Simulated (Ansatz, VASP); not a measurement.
Cu in VASP and in Ansatz

```
CELL_PARAMETERS angstrom
-1.45399 1.46431 1.37398
1.44871 -1.46799 1.37231
1.42515 1.43915 -1.37783
ATOMIC_POSITIONS crystal
Cu 0.00000 0.00000 0.00000
```

Change from the starting cell: cell sheared at random, sigma 0.01, atoms nudged by 0.01 Å.

Alike in both runs: functional PBE; k mesh 13 × 13 × 13; occupations fermi-dirac, width 0.05 eV; no spin polarisation.

|  | VASP | Ansatz |
| --- | --- | --- |
| version | VASP 6.6.1 | Ansatz 0.2.0 |
| potentials or method | VASP PAW PBE potentials, release 64 (Cu) | Ansatz PAW |
| plane-wave cutoff (eV) | 520 | 420 |
| valence electrons in the cell | 11 | 19 |
| task | single point | band structure |

```csv
,VASP,Ansatz,Ansatz less VASP
gap on the k mesh at the Fermi level (eV),none,none,-
pressure (GPa),8.3,7.5,-0.80
"traceless stress, the component that is largest in VASP (GPa)",2.55,2.58,+0.025
```

A gap of «none» marks a metal or a gap that the smearing closes. With one functional, cell and mesh, what is left measures potentials, basis and numerics. VASP's potentials hold 11 valence electrons a cell and Ansatz's 19, so a difference there can come from the potentials and not from the codes.
